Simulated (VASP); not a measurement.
Write the native input for VASP 6.6.1 that does the following.

```
Task                   : single point
Functional             : LDA
Potentials or basis    : VASP PAW LDA potentials, release 64 (Ba_sv, Te)
Cutoff                 : 500 eV
k mesh                 : 2 × 2 × 2
Occupations            : gaussian, width 0.01 eV
Spin                   : no spin polarisation
Dipole correction      : no
Further INCAR settings : ALGO = Normal; EDIFF = 1e-06; NBANDS = 15
```

The structure of BaTe lies in POSCAR:

```
BaTe
1.0
    4.2624660000      0.0000000000      0.0000000000
    0.0000000000      4.2624660000      0.0000000000
    0.0000000000      0.0000000000      4.2624660000
Ba Te
1 1
Direct
    0.0000000000      0.0000000000      0.0000000000
    0.5000000000      0.5000000000      0.5000000000
```

These files were run (other wordings do the same):

INCAR

```
SYSTEM = BaTe
PREC     = Accurate       ! precision mode
ENCUT    = 500            ! plane-wave cutoff, eV
EDIFF    = 1E-6           ! SCF threshold, eV
ISMEAR   = 0              ! smearing method
SIGMA    = 0.01           ! smearing width, eV
LREAL    = .FALSE.        ! projectors in reciprocal space
LASPH    = .TRUE.         ! aspherical terms in the spheres
NELM     = 120            ! most SCF steps
ALGO     = Normal         ! electronic algorithm
ISIF     = 2              ! what is computed and relaxed
LWAVE    = .FALSE.        ! write WAVECAR
LCHARG   = .FALSE.        ! write CHGCAR
GGA      = CA             ! functional
NBANDS   = 15             ! bands
GGA_COMPAT= .FALSE.
```

KPOINTS

```
Automatic mesh
0
G
  2 2 2
  0 0 0
```

Potentials or basis: VASP PAW LDA potentials, release 64 (Ba_sv, Te).

Command:

```sh
$ cat potpaw_LDA.64/Ba_sv/POTCAR potpaw_LDA.64/Te/POTCAR > POTCAR
$ mpirun -np 1 vasp_std > vasp.out
```

Results of the run:

```
Pressure               : -0.2 GPa
Band gap on the k mesh : 0.36 eV (least direct gap 0.54 eV)
```

Caveat: the k points lie up to 0.74 Å⁻¹ apart; semilocal functionals underestimate gaps, and a narrow one can read as zero; spin-orbit coupling is left out, which moves the levels of the heavy elements.

Run time: 3.7 s on 1 thread of AMD EPYC 7R13 Processor (Zen 3), with other jobs on the host, peak memory 0.11 GiB.
